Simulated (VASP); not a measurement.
# BiTe (Fm-3m) in VASP: a series of runs

Runs on BiTe. Level: r2SCAN. Tasks: relaxation of cell and atoms, single point.

Program: VASP 6.6.1. These are calculated values, not measurements. Logs are shortened: lines on timing, memory, paths and dates and some standing lists are left out, and cuts for length are marked.

**1. The cell of the first run**

The structure is cubic, space group Fm-3m (No. 225). The conventional cell has a = 6.470 Å, b = 6.470 Å, c = 6.470 Å, α = 90.00°, β = 90.00°, γ = 90.00°. Within 4.3 Å of Bi (site symmetry m-3m) lie 6 Te at 3.23 Å. Te (site symmetry m-3m) has 6 Bi at 3.23 Å within 4.3 Å.

**2. Relaxation of cell and atoms, r2SCAN**

The input, POSCAR:

```
BiTe
1.0
    0.0000000000      3.2350000000      3.2350000000
    3.2350000000      0.0000000000      3.2350000000
    3.2350000000      3.2350000000      0.0000000000
Bi Te
1 1
Direct
    0.0000000000      0.0000000000      0.0000000000
    0.5000000000      0.5000000000      0.5000000000
```

The input, INCAR.step1:

```
SYSTEM = BiTe
  PREC = Accurate
  ENCUT = 600
  ISMEAR = 0
  SIGMA = 0.1
  LREAL = .False.
  LASPH = .True.
  NELM = 100
  GGA = PE
  ALGO = Normal
  EDIFF = 1E-4
  LWAVE = .True.
  LCHARG = .False.
```

The input, INCAR.step2:

```
SYSTEM = BiTe
  PREC = Accurate
  ENCUT = 600
  EDIFF = 1E-7
  ISMEAR = 0
  SIGMA = 0.1
  LREAL = .False.
  LASPH = .True.
  NELM = 100
  ALGO = Normal
  ISIF = 3
  LWAVE = .False.
  LCHARG = .False.
  METAGGA = R2SCAN
  LMIXTAU = .True.
  IBRION = 2
  NSW = 100
  EDIFFG = -0.005
  ISTART = 1
```

The input, KPOINTS:

```
regular mesh
0
Gamma
  12 12 12
  0 0 0
```

Potentials or basis: VASP PAW PBE potentials, release 64 (Bi_d, Te).

On the command line:

```
cat potpaw_PBE.64/Bi_d/POTCAR potpaw_PBE.64/Te/POTCAR > POTCAR
cp INCAR.step1 INCAR
mpirun -np 1 vasp_std > vasp.out
cp INCAR.step2 INCAR
mpirun -np 1 vasp_std > vasp.out
```

OUTCAR:

```text
SYSTEM = BiTe
   PREC = Accurate
   ENCUT = 600
   EDIFF = 1E-7
   ISMEAR = 0
   LREAL = .False.
   LASPH = .True.
   NELM = 100
   ISIF = 3
   METAGGA = R2SCAN
   IBRION = 2
   NSW = 100
   EDIFFG = -0.005
   ISTART = 1

 ion  position               nearest neighbor table
   1  0.000  0.000  0.000-   2 3.23   2 3.23   2 3.23   2 3.23   2 3.23   2 3.23
   2  0.500  0.500  0.500-   1 3.23   1 3.23   1 3.23   1 3.23   1 3.23   1 3.23

  LATTYP: Found a face centered cubic cell.
 ALAT       =     6.4700000000

  Lattice vectors:

 A1 = (   0.0000000000,   3.2350000000,   3.2350000000)
 A2 = (   3.2350000000,   0.0000000000,   3.2350000000)
 A3 = (   3.2350000000,   3.2350000000,   0.0000000000)

Analysis of symmetry for initial positions (statically):
=====================================================================
 Subroutine PRICEL returns:
 Original cell was already a primitive cell.

 Routine SETGRP: Setting up the symmetry group for a
 face centered cubic supercell.

 Subroutine GETGRP returns: Found 48 space group operations
 (whereof 48 operations were pure point group operations)
 out of a pool of 48 trial point group operations.

The static configuration has the point symmetry O_h .

Analysis of symmetry for dynamics (positions and initial velocities):
=====================================================================
 Subroutine PRICEL returns:
 Original cell was already a primitive cell.

 Routine SETGRP: Setting up the symmetry group for a
 face centered cubic supercell.

 Subroutine GETGRP returns: Found 48 space group operations
 (whereof 48 operations were pure point group operations)
 out of a pool of 48 trial point group operations.

The dynamic configuration has the point symmetry O_h .

 Subroutine INISYM returns: Found 48 space group operations
 (whereof 48 operations are pure point group operations),
 and found     1 'primitive' translations

----------------------------------------------------------------------------------------

                                     Primitive cell

  volume of cell :      67.7100

  direct lattice vectors                    reciprocal lattice vectors
     0.000000000  3.235000000  3.235000000    -0.154559505  0.154559505  0.154559505
     3.235000000  0.000000000  3.235000000     0.154559505 -0.154559505  0.154559505
     3.235000000  3.235000000  0.000000000     0.154559505  0.154559505 -0.154559505

  length of vectors
[... 104 lines left out ...]
  Fermi-wavevector in a.u.,A,eV,Ry     =   1.108146  2.094092 16.707785  1.227988
  Thomas-Fermi vector in A             =   2.244669
   LORBIT       =      0    0 simple, 1 ext, 2 COOP (PROOUT), +10 PAW based schemes
   METAGGA = R2SCAN    functional components
   LHFCALC =     F    Hartree Fock is set to
   AEXX    =    0.0000 exact exchange contribution
   IVDW    =     0    specifies the selected vdW correction
   LEPSILON=     F    determine dielectric tensor
   LRPA    =     F    only Hartree local field effects (RPA)
 conjugate gradient relaxation of ions
 non-spin polarized calculation
 Gauss-broadening in eV      SIGMA  =   0.10
  energy-cutoff  :      600.00
  volume of cell :       67.71
 maximum number of plane-waves:      2285
 NGX is ok and might be reduce to    40
   NGX = 19   NGY = 19   NGZ = 19

--------------------------------------- Ionic step        1  -------------------------------------------

 number of electron      21.0000002 magnetization

 Free energy of the ion-electron system (eV)
  ---------------------------------------------------
  ext. energy  EPLUGINS =         0.00000000
  ---------------------------------------------------
  free energy    TOTEN  =       -84.03220388 eV

  energy without entropy =      -84.02670548  energy(sigma->0) =      -84.02945468

------------------------ aborting loop because EDIFF is reached ----------------------------------------

  FORCE on cell =-STRESS in cart. coord.  units (eV):
  Direction    XX          YY          ZZ          XY          YZ          ZX
  --------------------------------------------------------------------------------------
  -------------------------------------------------------------------------------------
  Total       -0.0252707     -0.0252707     -0.0252707     -0.0000000     -0.0000000      0.0000000
  in kB       -0.5979630     -0.5979630     -0.5979630     -0.0000000     -0.0000000      0.0000000
  external PRESSURE =      -0.5979630 kB  Pullay stress =       0.0000000 kB
[... 59 lines left out ...]
--------------------------------------- Ionic step        3  -------------------------------------------

 number of electron      21.0000002 magnetization

 Free energy of the ion-electron system (eV)
  ---------------------------------------------------
  ext. energy  EPLUGINS =         0.00000000
  ---------------------------------------------------
  free energy    TOTEN  =       -84.03221975 eV

  energy without entropy =      -84.02673742  energy(sigma->0) =      -84.02947858

 E-fermi :   6.6160     XC(G=0): -10.0083

 val. band max:        6.6140613152   @ k =   0.3333   0.0000   0.0000
 cond. band min:       6.6430050445   @ k =   0.2500   0.1667   0.0000
 fundamental gap:      0.0289437293
 Fermi energy:         6.6159899133

 k-point     1 :       0.0000    0.0000    0.0000
  band No.  band energies     occupation
      1     -17.2938      2.00000
      2     -17.2938      2.00000
      3     -17.2880      2.00000
      4     -17.2880      2.00000
      5     -17.2880      2.00000
      6      -7.5549      2.00000
      7      -1.6965      2.00000
      8       3.8036      2.00000
      9       3.8036      2.00000
     10       3.8036      2.00000
     11       8.8561      0.00000
     12       8.8561      0.00000
     13       8.8561      0.00000
     14      11.6136      0.00000
[... 377 lines left out ...]
      1     -17.3008      2.00000
      2     -17.2974      2.00000
      3     -17.2850      2.00000
      4     -17.2817      2.00000
      5     -17.2805      2.00000
      6      -5.4472      2.00000
      7      -4.9248      2.00000
      8       2.5427      2.00000
      9       3.8678      2.00000
     10       4.0794      2.00000
     11       6.7619      0.03901
     12       6.9011      0.00006
     13       8.6235      0.00000
     14      13.1601      0.00000

 [... further k-points ...]

------------------------ aborting loop because EDIFF is reached ----------------------------------------

  FORCE on cell =-STRESS in cart. coord.  units (eV):
  Direction    XX          YY          ZZ          XY          YZ          ZX
  --------------------------------------------------------------------------------------
  -------------------------------------------------------------------------------------
  Total        0.0017816      0.0017816      0.0017816      0.0000000      0.0000000      0.0000000
  in kB        0.0422099      0.0422099      0.0422099      0.0000000      0.0000000      0.0000000
  external PRESSURE =       0.0422099 kB  Pullay stress =       0.0000000 kB
[... 17 lines left out ...]
  FREE ENERGIE OF THE ION-ELECTRON SYSTEM (eV)
  ---------------------------------------------------
  free  energy   TOTEN  =       -84.0322197490 eV

  energy  without entropy=      -84.0267374182  energy(sigma->0) =      -84.02947858

 reached required accuracy - stopping structural energy minimisation
```

Run time: 54 min. Hardware: 1 thread of AMD EPYC, shared host; peak memory 0.29 GiB.

What came out:

```
Free energy                            : -84.0322 eV
Relaxed volume                         : 33.81 Å³/atom
Relaxed cell                           : a = 4.573 Å, b = 4.573 Å, c = 4.573 Å, α = 60.00°, β = 60.00°, γ = 60.00°
Space group after relaxing (to 0.05 Å) : Fm-3m (No. 225)
Energy gained by relaxing              : 0.0 meV/atom
Ionic steps                            : 3
Pressure after relaxing                : 0.0 GPa
```

Final structure:
```
CELL_PARAMETERS angstrom
0.00000 3.23367 3.23367
3.23367 0.00000 3.23367
3.23367 3.23367 0.00000
ATOMIC_POSITIONS crystal
Bi 0.00000 0.00000 0.00000
Te 0.50000 0.50000 0.50000
```

Caveat: the PAW data sets were made with another functional, which shifts forces and pressure a little; spin-orbit coupling is left out, which moves the levels of the heavy elements.

**3. Single point, r2SCAN (volume scaled by 0.88)**

The input, POSCAR:

```
BiTe
1.0
    0.0000000000      3.0983946914      3.0983946914
    3.0983946914      0.0000000000      3.0983946914
    3.0983946914      3.0983946914      0.0000000000
Bi Te
1 1
Direct
    0.0000000000      0.0000000000      0.0000000000
    0.5000000000      0.5000000000      0.5000000000
```

The input, INCAR.step1:

```
PREC = Accurate ; ENCUT = 520
ISMEAR = 0 ; SIGMA = 0.1
LREAL = False ; LASPH = True
NELM = 80 ; NBANDS = 18
GGA = PE ; ALGO = Normal
EDIFF = 1E-4 ; LWAVE = True
LCHARG = False
```

The input, INCAR.step2:

```
PREC = Accurate ; ENCUT = 520
EDIFF = 1E-7 ; ISMEAR = 0
SIGMA = 0.1 ; LREAL = False
LASPH = True ; NELM = 80
ALGO = Normal ; ISIF = 2
LWAVE = False ; LCHARG = False
METAGGA = R2SCAN ; LMIXTAU = True
NBANDS = 18 ; ISTART = 1
```

The input, KPOINTS:

```
Automatic mesh
0
Gamma
  12 12 12
```

Potentials or basis: VASP PAW PBE potentials, release 64 (Bi_d, Te).

On the command line:

```
cat potpaw_PBE.64/Bi_d/POTCAR potpaw_PBE.64/Te/POTCAR > POTCAR
cp INCAR.step1 INCAR
mpirun -np 1 vasp_std > vasp.out
cp INCAR.step2 INCAR
mpirun -np 1 vasp_std > vasp.out
```

Run time: 2.9 min. Hardware: 1 thread of Intel Xeon Platinum 8488C (Sapphire Rapids), shared host; peak memory 0.26 GiB.

It converged, with:

| Property | Result |
| --- | --- |
| Free energy | -83.8313 eV |
| Pressure | 8.8 GPa |

Levels at points of the mesh, in eV from the Fermi level:
```
           k point  band 6  band 7  band 8  band 9  band 10  band 11  band 12  band 13  band 14  band 15
(0.00, 0.00, 0.00)  -15.21   -7.75   -3.21   -3.21    -3.21     2.50     2.50     2.50     4.75     4.75
(0.50, 0.00, 0.00)  -12.75  -12.30   -2.42   -2.42    -1.56    -0.95    -0.95    -0.75     8.14     8.61
(0.50, 0.50, 0.00)  -12.86  -10.37   -6.96   -5.00    -5.00     1.98     4.42     4.42     6.31     9.36
```

Caveat: the cell differs from its parent crystal (volume scaled by 0.88); the PAW data sets were made with another functional, which shifts forces and pressure a little; spin-orbit coupling is left out, which moves the levels of the heavy elements.

**4. Single point, r2SCAN (volume scaled by 0.91)**

The input, POSCAR:

```
BiTe
1.0
    0.0000000000      3.1332110291      3.1332110291
    3.1332110291      0.0000000000      3.1332110291
    3.1332110291      3.1332110291      0.0000000000
Bi Te
1 1
Direct
    0.0000000000      0.0000000000      0.0000000000
    0.5000000000      0.5000000000      0.5000000000
```

The input, INCAR.step1:

```
PREC = Accurate
ENCUT = 520
ISMEAR = 0
SIGMA = 0.1
LREAL = F
LASPH = T
NELM = 60
NBANDS = 18
GGA = PE
ALGO = Normal
EDIFF = 1E-4
LWAVE = T
LCHARG = F
```

The input, INCAR.step2:

```
PREC = Accurate
ENCUT = 520
EDIFF = 1E-6
ISMEAR = 0
SIGMA = 0.1
LREAL = F
LASPH = T
NELM = 60
ALGO = Normal
ISIF = 2
LWAVE = F
LCHARG = F
METAGGA = R2SCAN
LMIXTAU = T
NBANDS = 18
ISTART = 1
```

The input, KPOINTS:

```
regular mesh
0
Gamma
  12 12 12
```

On the command line:

```
cat potpaw_PBE.64/Bi_d/POTCAR potpaw_PBE.64/Te/POTCAR > POTCAR
cp INCAR.step1 INCAR
mpirun -np 1 vasp_std > vasp.out
cp INCAR.step2 INCAR
mpirun -np 1 vasp_std > vasp.out
```

Wall time 2.4 min (1 thread of Intel Xeon Platinum 8488C (Sapphire Rapids), shared host); peak memory 0.26 GiB.

Results (log left out):

```
Free energy : -83.9254 eV
Pressure    : 6.0 GPa
```

Levels at points of the mesh, in eV from the Fermi level:
| k point | band 6 | band 7 | band 8 | band 9 | band 10 | band 11 | band 12 | band 13 | band 14 | band 15 |
| --- | --- | --- | --- | --- | --- | --- | --- | --- | --- | --- |
| (0.00, 0.00, 0.00) | -14.92 | -7.91 | -3.10 | -3.10 | -3.10 | 2.44 | 2.44 | 2.44 | 4.82 | 4.82 |
| (0.50, 0.00, 0.00) | -12.57 | -12.14 | -2.35 | -2.35 | -1.59 | -0.88 | -0.88 | -0.74 | 8.06 | 8.49 |
| (0.50, 0.50, 0.00) | -12.70 | -10.36 | -6.69 | -4.81 | -4.81 | 2.12 | 4.24 | 4.24 | 6.02 | 9.25 |

Caveat: the cell differs from its parent crystal (volume scaled by 0.91); the PAW data sets were made with another functional, which shifts forces and pressure a little; spin-orbit coupling is left out, which moves the levels of the heavy elements.

**5. Single point, r2SCAN (volume scaled by 0.94)**

The input, POSCAR:

```
BiTe
1.0
    0.0000000000      3.1672703390      3.1672703390
    3.1672703390      0.0000000000      3.1672703390
    3.1672703390      3.1672703390      0.0000000000
Bi Te
1 1
Direct
    0.0000000000      0.0000000000      0.0000000000
    0.5000000000      0.5000000000      0.5000000000
```

The input, INCAR.step1:

```
SYSTEM = BiTe
ALGO = Normal
EDIFF = 1E-4
ENCUT = 520
GGA = PE
ISMEAR = 0
LASPH = .TRUE.
LCHARG = .FALSE.
LREAL = .FALSE.
LWAVE = .TRUE.
NBANDS = 18
NELM = 100
PREC = Accurate
SIGMA = 0.1
```

The input, INCAR.step2:

```
SYSTEM = BiTe
ALGO = Normal
EDIFF = 1E-7
ENCUT = 520
ISIF = 2
ISMEAR = 0
ISTART = 1
LASPH = .TRUE.
LCHARG = .FALSE.
LMIXTAU = .TRUE.
LREAL = .FALSE.
LWAVE = .FALSE.
METAGGA = R2SCAN
NBANDS = 18
NELM = 100
PREC = Accurate
SIGMA = 0.1
```

The input, KPOINTS:

```
k-points
0
G
  12 12 12
  0 0 0
```

On the command line:

```
cat potpaw_PBE.64/Bi_d/POTCAR potpaw_PBE.64/Te/POTCAR > POTCAR
cp INCAR.step1 INCAR
mpirun -np 1 vasp_std > vasp.out
cp INCAR.step2 INCAR
mpirun -np 1 vasp_std > vasp.out
```

It took 2.7 min on 1 thread of Intel Xeon Platinum 8488C (Sapphire Rapids), shared host; peak memory 0.26 GiB.

The run converged. Its results:

| Item | Value |
| --- | --- |
| Free energy | -83.9869 eV |
| Pressure | 3.7 GPa |

Levels at points of the mesh, in eV from the Fermi level:
| k point | band 7 | band 8 | band 9 | band 10 | band 11 | band 12 | band 13 | band 14 |
| --- | --- | --- | --- | --- | --- | --- | --- | --- |
| (0.00, 0.00, 0.00) | -8.06 | -3.00 | -3.00 | -3.00 | 2.37 | 2.37 | 2.37 | 4.88 |
| (0.50, 0.00, 0.00) | -11.99 | -2.27 | -2.27 | -1.62 | -0.82 | -0.82 | -0.73 | 7.97 |
| (0.50, 0.50, 0.00) | -10.35 | -6.44 | -4.64 | -4.64 | 2.25 | 4.07 | 4.07 | 5.75 |

Caveat: the cell differs from its parent crystal (volume scaled by 0.94); the PAW data sets were made with another functional, which shifts forces and pressure a little; spin-orbit coupling is left out, which moves the levels of the heavy elements.

**6. Single point, r2SCAN (volume scaled by 0.97)**

The input, POSCAR:

```
BiTe
1.0
    0.0000000000      3.2006124770      3.2006124770
    3.2006124770      0.0000000000      3.2006124770
    3.2006124770      3.2006124770      0.0000000000
Bi Te
1 1
Direct
    0.0000000000      0.0000000000      0.0000000000
    0.5000000000      0.5000000000      0.5000000000
```

The input, INCAR.step1:

```
ALGO = Normal
EDIFF = 1E-4
ENCUT = 520
GGA = PE
ISMEAR = 0
LASPH = T
LCHARG = F
LREAL = F
LWAVE = T
NBANDS = 18
NELM = 100
PREC = Accurate
SIGMA = 0.1
```

The input, INCAR.step2:

```
ALGO = Normal
EDIFF = 1E-6
ENCUT = 520
ISIF = 2
ISMEAR = 0
ISTART = 1
LASPH = T
LCHARG = T
LELF = T
LMIXTAU = T
LREAL = F
LVHAR = T
LWAVE = F
METAGGA = R2SCAN
NBANDS = 18
NELM = 100
PREC = Accurate
SIGMA = 0.1
```

The input, KPOINTS:

```
k-points
0
Gamma
  12 12 12
```

Potentials or basis: VASP PAW PBE potentials, release 64 (Bi_d, Te).

On the command line:

```
cat potpaw_PBE.64/Bi_d/POTCAR potpaw_PBE.64/Te/POTCAR > POTCAR
cp INCAR.step1 INCAR
mpirun -np 1 vasp_std > vasp.out
cp INCAR.step2 INCAR
mpirun -np 1 vasp_std > vasp.out
```

It took 2.6 min on 1 thread of Intel Xeon Platinum 8488C (Sapphire Rapids), shared host; peak memory 0.28 GiB.

It converged, with:

```yaml
Free_energy: -84.0209 eV
Pressure: 1.7 GPa
```

Levels at points of the mesh, in eV from the Fermi level:
```csv
k point,band 8,band 9,band 10,band 11,band 12,band 13
"(0.00, 0.00, 0.00)",-2.91,-2.91,-2.91,2.30,2.30,2.30
"(0.50, 0.00, 0.00)",-2.20,-2.20,-1.64,-0.76,-0.76,-0.72
"(0.50, 0.50, 0.00)",-6.21,-4.47,-4.47,2.38,3.92,3.92
```

Caveat: the cell differs from its parent crystal (volume scaled by 0.97); the PAW data sets were made with another functional, which shifts forces and pressure a little; spin-orbit coupling is left out, which moves the levels of the heavy elements.

**7. The runs side by side**

| task | cell | cutoff (eV) | gap on the mesh (eV) | pressure (GPa) |
| --- | --- | --- | --- | --- |
| relaxation of cell and atoms | relaxed from a = 4.575 Å, angles 60.0°, 2 atoms | 600 | none | 0.0 |
| single point | a = 4.382 Å, angles 60.0°, 2 atoms | 520 | none | 8.8 |
| single point | a = 4.431 Å, angles 60.0°, 2 atoms | 520 | none | 6.0 |
| single point | a = 4.479 Å, angles 60.0°, 2 atoms | 520 | none | 3.7 |
| single point | a = 4.526 Å, angles 60.0°, 2 atoms | 520 | none | 1.7 |

Alike in all rows: level r2SCAN; potentials or basis VASP PAW PBE potentials, release 64 (Bi_d, Te); no spin polarisation; k mesh 12 × 12 × 12; smearing gaussian 0.1 eV.

Caveats: the PAW data sets were made with another functional, which shifts forces and pressure a little; spin-orbit coupling is left out, which moves the levels of the heavy elements.

Absolute energies hang on the potentials; compare differences alone.
